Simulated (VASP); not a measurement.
# ScGa3 in VASP: a series of runs, part 2 of 2

VASP 6.6.1. The steps go on from the part before.

## (4) Electric field gradients, LDA

This run uses another cell than the first one, of 17.17 Å³/atom.

Contents of INCAR:

```
ALGO     = Normal         # electronic algorithm
EDIFF    = 1E-8           # SCF threshold, eV
ENCUT    = 520            # plane-wave cutoff, eV
ISIF     = 2              # what is computed and relaxed
ISMEAR   = -1             # smearing method
LASPH    = True           # aspherical terms in the spheres
LCHARG   = False          # write CHGCAR
LEFG     = True         
LREAL    = False          # projectors in reciprocal space
LWAVE    = False          # write WAVECAR
NBANDS   = 33             # bands
NELM     = 80             # most SCF steps
PREC     = Accurate       # precision mode
SIGMA    = 0.05           # smearing width, eV
```

Contents of KPOINTS:

```
k-points
0
Gamma
  9 9 9
```

Contents of POSCAR:

```
ScGa3
1.0
    4.0950000000      0.0000000000      0.0000000000
    0.0000000000      4.0950000000      0.0000000000
    0.0000000000      0.0000000000      4.0950000000
Sc Ga
1 3
Direct
    0.0000000000      0.0000000000      0.0000000000
    0.0000000000      0.5000000000      0.5000000000
    0.5000000000      0.0000000000      0.5000000000
    0.5000000000      0.5000000000      0.0000000000
```

Potentials or basis: VASP PAW LDA potentials, release 64 (Sc_sv, Ga_d).

Run with:

```bash
> cat potpaw_LDA.64/Sc_sv/POTCAR potpaw_LDA.64/Ga_d/POTCAR > POTCAR
> mpirun -np 1 vasp_std > vasp.out
```

OUTCAR:

```text
EDIFF = 1E-8
   ENCUT = 520
   ISIF = 2
   ISMEAR = -1
   LASPH = True
   LREAL = False
   NELM = 80
   PREC = Accurate

 ion  position               nearest neighbor table
   1  0.000  0.000  0.000-   2 2.90   3 2.90   4 2.90   2 2.90   3 2.90   2 2.90   4 2.90   2 2.90
                             3 2.90   4 2.90   3 2.90   4 2.90
   2  0.000  0.500  0.500-   1 2.90   3 2.90   4 2.90   1 2.90   4 2.90   1 2.90   3 2.90   1 2.90
                             3 2.90   4 2.90   4 2.90   3 2.90
   3  0.500  0.000  0.500-   1 2.90   2 2.90   4 2.90   1 2.90   4 2.90   2 2.90   4 2.90   4 2.90
                             1 2.90   2 2.90   1 2.90   2 2.90
   4  0.500  0.500  0.000-   1 2.90   2 2.90   3 2.90   2 2.90   3 2.90   1 2.90   3 2.90   3 2.90
                             1 2.90   2 2.90   2 2.90   1 2.90

  LATTYP: Found a simple cubic cell.
 ALAT       =     4.0950000000

  Lattice vectors:

[... 1093 lines left out ...]
   2      62.899   -31.449   -31.449     0.000    -0.000     0.000
   3     -31.449    62.899   -31.449     0.000    -0.000    -0.000
   4     -31.449   -31.449    62.899     0.000     0.000     0.000
---------------------------------------------------------------------

 Electric field gradients after diagonalization (V/A^2)
 (convention: |V_zz| > |V_xx| > |V_yy|)
----------------------------------------------------------------------
 ion       V_xx      V_yy      V_zz     asymmetry (V_yy - V_xx)/ V_zz
----------------------------------------------------------------------
   1      -0.000    -0.000     0.000       0.279
   2     -31.449   -31.449    62.899       0.000
   3     -31.449   -31.449    62.899       0.000
   4     -31.449   -31.449    62.899       0.000
----------------------------------------------------------------------

           NMR quadrupolar parameters

 Cq : quadrupolar parameter    Cq=e*Q*V_zz/h
 eta: asymmetry parameters     (V_yy - V_xx)/ V_zz
 Q  : nuclear electric quadrupole moment in mb (millibarn)
----------------------------------------------------------------------
 ion       Cq(MHz)       eta       Q (mb)
----------------------------------------------------------------------
   1       0.000       0.279       1.000
   2       0.152       0.000       1.000
   3       0.152       0.000       1.000
   4       0.152       0.000       1.000
----------------------------------------------------------------------
```

OSZICAR:

```text
N       E                     dE             d eps       ncg     rms          rms(c)
DAV:   1     0.417839847067E+03    0.41784E+03   -0.22993E+04  2382   0.266E+03
DAV:   2     0.284119167262E+02   -0.38943E+03   -0.37888E+03  2318   0.608E+02
DAV:   3    -0.192826726919E+02   -0.47695E+02   -0.46757E+02  2952   0.179E+02
DAV:   4    -0.209042464475E+02   -0.16216E+01   -0.15263E+01  3259   0.352E+01
DAV:   5    -0.209327275055E+02   -0.28481E-01   -0.28468E-01  3076   0.459E+00    0.813E+00
DAV:   6    -0.198566731611E+02    0.10761E+01   -0.32183E+00  3112   0.151E+01    0.249E+00
DAV:   7    -0.197872726235E+02    0.69401E-01   -0.17057E-01  3010   0.377E+00    0.154E+00
DAV:   8    -0.197595521480E+02    0.27720E-01   -0.55611E-02  3122   0.175E+00    0.220E-01
DAV:   9    -0.197587282267E+02    0.82392E-03   -0.10130E-02  3103   0.114E+00    0.718E-02
DAV:  10    -0.197587287309E+02   -0.50419E-06   -0.11994E-03  3371   0.336E-01    0.676E-02
DAV:  11    -0.197586581986E+02    0.70532E-04   -0.71896E-04  3145   0.264E-01    0.278E-02
DAV:  12    -0.197586448749E+02    0.13324E-04   -0.99422E-05  3402   0.881E-02    0.520E-03
DAV:  13    -0.197586444770E+02    0.39784E-06   -0.39925E-06  3578   0.154E-02    0.293E-03
DAV:  14    -0.197586444013E+02    0.75706E-07   -0.56850E-07  3244   0.667E-03    0.279E-04
DAV:  15    -0.197586444020E+02   -0.65029E-09   -0.13867E-08  1671   0.116E-03
   1 F= -.19758644E+02 E0= -.19753800E+02  d E =-.968851E-02
```

stdout:

```text
POSCAR found type information on POSCAR ScGa
 POSCAR found :  2 types and       4 ions
 scaLAPACK will be used
 LDA part: xc-table for (Slater(with rela. corr.)+CA(PZ))
 , standard interpolation
 POSCAR, INCAR and KPOINTS ok, starting setup
 FFT: planning ... GRIDC
 FFT: planning ... GRID_SOFT
 FFT: planning ... GRID
 WAVECAR not read
 entering main loop
ion   1

ion   2

ion   3

ion   4
```

It took 94 s on 1 thread of AMD EPYC 7R13, shared host; peak memory 0.16 GiB.

Results:

```
Free energy                             : -19.7586 eV
Pressure                                : -5.3 GPa
Band gap on the k mesh                  : zero (bands 25 and 26 overlap by 3.15 eV)
Largest electric field gradient by atom : Sc -0.0; Ga +62.9 V/Å²
```

Levels at points of the mesh, in eV from the Fermi level:
| k point | band 21 | band 22 | band 23 | band 24 | band 25 | band 26 | band 27 | band 28 | band 29 | band 30 |
| --- | --- | --- | --- | --- | --- | --- | --- | --- | --- | --- |
| (0.00, 0.00, 0.00) | -3.21 | -3.21 | -1.91 | -1.91 | -1.91 | 1.70 | 1.70 | 1.70 | 3.11 | 3.40 |

Electric field gradients, principal values (V/Å²):
```tsv
atom	least	middle	greatest (by size)
1 Sc	0.000	0.000	0.000
2 Ga	-31.449	-31.449	62.899
3 Ga	-31.449	-31.449	62.899
4 Ga	-31.449	-31.449	62.899
```

Caveat: the cell stands under tension; without QUAD_EFG the Cq values of the log hold for a quadrupole moment of 1 mb, not for the nuclei.

## (5) Electric field gradients, LDA

This run uses another cell than the first one, of 17.17 Å³/atom.

Contents of INCAR:

```
PREC = Accurate
ENCUT = 520
EDIFF = 1E-8
ISMEAR = -1
SIGMA = 0.05
LREAL = F
LASPH = T
NELM = 60
ALGO = Normal
ISIF = 2
LWAVE = F
LCHARG = F
GGA = CA
LEFG = T
NBANDS = 33
```

Contents of KPOINTS:

```
Automatic mesh
0
Gamma
  9 9 9
```

POSCAR is that of step 4.

Potentials or basis: VASP PAW LDA potentials, release 64 (Sc_sv, Ga_d).

Run with:

```bash
> cat potpaw_LDA.64/Sc_sv/POTCAR potpaw_LDA.64/Ga_d/POTCAR > POTCAR
> mpirun -np 1 vasp_std > vasp.out
```

OUTCAR:

```text
PREC = Accurate
   ENCUT = 520
   EDIFF = 1E-8
   ISMEAR = -1
   LREAL = F
   LASPH = T
   NELM = 60
   ISIF = 2
   GGA = CA

 ion  position               nearest neighbor table
   1  0.000  0.000  0.000-   2 2.90   3 2.90   4 2.90   2 2.90   3 2.90   2 2.90   4 2.90   2 2.90
                             3 2.90   4 2.90   3 2.90   4 2.90
   2  0.000  0.500  0.500-   1 2.90   3 2.90   4 2.90   1 2.90   4 2.90   1 2.90   3 2.90   1 2.90
                             3 2.90   4 2.90   4 2.90   3 2.90
   3  0.500  0.000  0.500-   1 2.90   2 2.90   4 2.90   1 2.90   4 2.90   2 2.90   4 2.90   4 2.90
                             1 2.90   2 2.90   1 2.90   2 2.90
   4  0.500  0.500  0.000-   1 2.90   2 2.90   3 2.90   2 2.90   3 2.90   1 2.90   3 2.90   3 2.90
                             1 2.90   2 2.90   2 2.90   1 2.90

  LATTYP: Found a simple cubic cell.
 ALAT       =     4.0950000000

  Lattice vectors:

[... 1074 lines left out ...]
 -----------------------------------------------------------------------------------
      0.00000      0.00000      0.00000         0.000000      0.000000      0.000000
      0.00000      2.04750      2.04750         0.000000      0.000000      0.000000
      2.04750      0.00000      2.04750         0.000000      0.000000      0.000000
      2.04750      2.04750      0.00000         0.000000      0.000000      0.000000
 -----------------------------------------------------------------------------------
    total drift:                                0.000000      0.000000     -0.000000

  FREE ENERGIE OF THE ION-ELECTRON SYSTEM (eV)
  ---------------------------------------------------
  free  energy   TOTEN  =       -19.7586444020 eV

  energy  without entropy=      -19.7489558922  energy(sigma->0) =      -19.75380015

 Electric field gradients (V/A^2)
---------------------------------------------------------------------
 ion       V_xx      V_yy      V_zz      V_xy      V_xz      V_yz
---------------------------------------------------------------------
   1      -0.000     0.000    -0.000     0.000     0.000    -0.000
   2      62.899   -31.449   -31.449     0.000    -0.000     0.000
   3     -31.449    62.899   -31.449     0.000    -0.000    -0.000
   4     -31.449   -31.449    62.899     0.000     0.000     0.000
---------------------------------------------------------------------

 Electric field gradients after diagonalization (V/A^2)
 (convention: |V_zz| > |V_xx| > |V_yy|)
----------------------------------------------------------------------
 ion       V_xx      V_yy      V_zz     asymmetry (V_yy - V_xx)/ V_zz
----------------------------------------------------------------------
   1      -0.000    -0.000     0.000       0.279
   2     -31.449   -31.449    62.899       0.000
   3     -31.449   -31.449    62.899       0.000
   4     -31.449   -31.449    62.899       0.000
----------------------------------------------------------------------

           NMR quadrupolar parameters

 Cq : quadrupolar parameter    Cq=e*Q*V_zz/h
 eta: asymmetry parameters     (V_yy - V_xx)/ V_zz
 Q  : nuclear electric quadrupole moment in mb (millibarn)
----------------------------------------------------------------------
 ion       Cq(MHz)       eta       Q (mb)
----------------------------------------------------------------------
   1       0.000       0.279       1.000
   2       0.152       0.000       1.000
   3       0.152       0.000       1.000
   4       0.152       0.000       1.000
----------------------------------------------------------------------
```

OSZICAR:

```text
N       E                     dE             d eps       ncg     rms          rms(c)
DAV:   1     0.417839847067E+03    0.41784E+03   -0.22993E+04  2382   0.266E+03
DAV:   2     0.284119167262E+02   -0.38943E+03   -0.37888E+03  2318   0.608E+02
DAV:   3    -0.192826726919E+02   -0.47695E+02   -0.46757E+02  2952   0.179E+02
DAV:   4    -0.209042464475E+02   -0.16216E+01   -0.15263E+01  3259   0.352E+01
DAV:   5    -0.209327275055E+02   -0.28481E-01   -0.28468E-01  3076   0.459E+00    0.813E+00
DAV:   6    -0.198566731611E+02    0.10761E+01   -0.32183E+00  3112   0.151E+01    0.249E+00
DAV:   7    -0.197872726235E+02    0.69401E-01   -0.17057E-01  3010   0.377E+00    0.154E+00
DAV:   8    -0.197595521480E+02    0.27720E-01   -0.55611E-02  3122   0.175E+00    0.220E-01
DAV:   9    -0.197587282267E+02    0.82392E-03   -0.10130E-02  3103   0.114E+00    0.718E-02
DAV:  10    -0.197587287309E+02   -0.50419E-06   -0.11994E-03  3371   0.336E-01    0.676E-02
DAV:  11    -0.197586581986E+02    0.70532E-04   -0.71896E-04  3145   0.264E-01    0.278E-02
DAV:  12    -0.197586448749E+02    0.13324E-04   -0.99422E-05  3402   0.881E-02    0.520E-03
DAV:  13    -0.197586444770E+02    0.39784E-06   -0.39925E-06  3578   0.154E-02    0.293E-03
DAV:  14    -0.197586444013E+02    0.75706E-07   -0.56850E-07  3244   0.667E-03    0.279E-04
DAV:  15    -0.197586444020E+02   -0.65029E-09   -0.13867E-08  1671   0.116E-03
   1 F= -.19758644E+02 E0= -.19753800E+02  d E =-.968851E-02
```

stdout:

```text
POSCAR found type information on POSCAR ScGa
 POSCAR found :  2 types and       4 ions
 scaLAPACK will be used
 LDA part: xc-table for (Slater(with rela. corr.)+CA(PZ))
 , standard interpolation
 POSCAR, INCAR and KPOINTS ok, starting setup
 FFT: planning ... GRIDC
 FFT: planning ... GRID_SOFT
 FFT: planning ... GRID
 WAVECAR not read
 entering main loop
ion   1

ion   2

ion   3

ion   4
```

It took 100 s on 1 thread of AMD EPYC 7R13, shared host; peak memory 0.16 GiB.

Results:

```
Free energy                             : -19.7586 eV
Pressure                                : -5.3 GPa
Band gap on the k mesh                  : zero (bands 25 and 26 overlap by 3.15 eV)
Largest electric field gradient by atom : Sc -0.0; Ga +62.9 V/Å²
```

Electric field gradients, principal values (V/Å²):
| atom | least | middle | greatest (by size) |
| --- | --- | --- | --- |
| 1 Sc | 0.000 | 0.000 | 0.000 |
| 2 Ga | -31.449 | -31.449 | 62.899 |
| 3 Ga | -31.449 | -31.449 | 62.899 |
| 4 Ga | -31.449 | -31.449 | 62.899 |

Caveat: the cell stands under tension; without QUAD_EFG the Cq values of the log hold for a quadrupole moment of 1 mb, not for the nuclei.

## (6) Overview

```csv
cell,gap on the mesh (eV),pressure (GPa)
"a = 4.095, b = 4.095, c = 4.054 Å, 4 atoms",none,-4.6
"a = 4.095, b = 4.095, c = 4.136 Å, 4 atoms",none,-5.9
"a = 4.095 Å, 4 atoms",none,-5.3
```

Alike in all rows: task electric field gradients; level LDA; potentials or basis VASP PAW LDA potentials, release 64 (Sc_sv, Ga_d); no spin polarisation; k mesh 9 × 9 × 9; cutoff (eV) 520; smearing fermi-dirac 0.05 eV.

Caveats: the cell stands under tension.

Absolute energies hang on the potentials; compare differences alone.
